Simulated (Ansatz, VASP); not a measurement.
# One calculation of AlN, two programs

The input INCAR:

```
PREC = Accurate
ENCUT = 520
EDIFF = 1E-6
ISMEAR = 0
SIGMA = 0.05
LREAL = False
LASPH = True
NELM = 80
ALGO = Normal
ISIF = 2
LWAVE = False
LCHARG = False
GGA = PE
NBANDS = 16
```

Contents of KPOINTS:

```
Automatic mesh
0
Gamma
  8 8 6
```

File POSCAR:

```
AlN
1.0
    0.0012875185     -2.2228450307     -2.2123850013
   -0.0084103634      2.2190671770     -2.2086071476
    4.3466182756     -0.0096978818      0.0071228449
Al N
2 2
Direct
    0.4991746859      0.4999711881      0.5011652934
   -0.0005567417     -0.0002315265     -0.0026519673
    0.0004317067      0.5004292296      0.2514922233
    0.5009503491     -0.0001688911      0.7499944506
```

Input for Ansatz:

```yaml
crystal:
  lattice:
    - [0.0012875185, -2.2228450307, -2.2123850013]
    - [-0.0084103634, 2.219067177, -2.2086071476]
    - [4.3466182756, -0.0096978818, 0.0071228449]
  atoms:
    - { symbol: Al, position: [0.4991746859, 0.4999711881, 0.5011652934] }
    - { symbol: Al, position: [-0.0005567417, -0.0002315265, -0.0026519673] }
    - { symbol: "N", position: [0.0004317067, 0.5004292296, 0.2514922233] }
    - { symbol: "N", position: [0.5009503491, -0.0001688911, 0.7499944506] }
basis:
  ecutwfc: 420
kpoints:
  mp_grid: { grid: [8, 8, 6] }
hamiltonian:
  xc: pbe
scf:
  occupations: { method: gaussian, width: 0.05 }
output:
  forces: true
  stress: true
  eigenvalues: true
```

Change from the starting cell: cell sheared at random, sigma 0.01, atoms nudged by 0.01 Å.

Alike in both runs: task single point; functional PBE; k mesh 8 × 8 × 6; occupations gaussian, width 0.05 eV; no spin polarisation.

```csv
,VASP,Ansatz
version,VASP 6.6.1,Ansatz 0.2.0
potentials or method,"VASP PAW PBE potentials, release 64 (Al, N), cutoff 520 eV","scalar-relativistic, plane waves, PAW"
valence electrons in the cell,16,16
```

```csv
,VASP,Ansatz,Ansatz less VASP
gap on the k mesh at the Fermi level (eV),3.19,3.19,+0.008
least direct gap on the mesh (eV),3.19,3.19,+0.008
pressure (GPa),-0.3,0.0,+0.27
"traceless stress, the component that is largest in VASP (GPa)",1.59,1.58,-0.012
rms of the force components (eV/Å),0.126,0.126,0.0000
```

Atom by atom the forces differ by 0.000 eV/Å (rms over components). With one functional, cell and mesh, what is left measures potentials, basis and numerics.
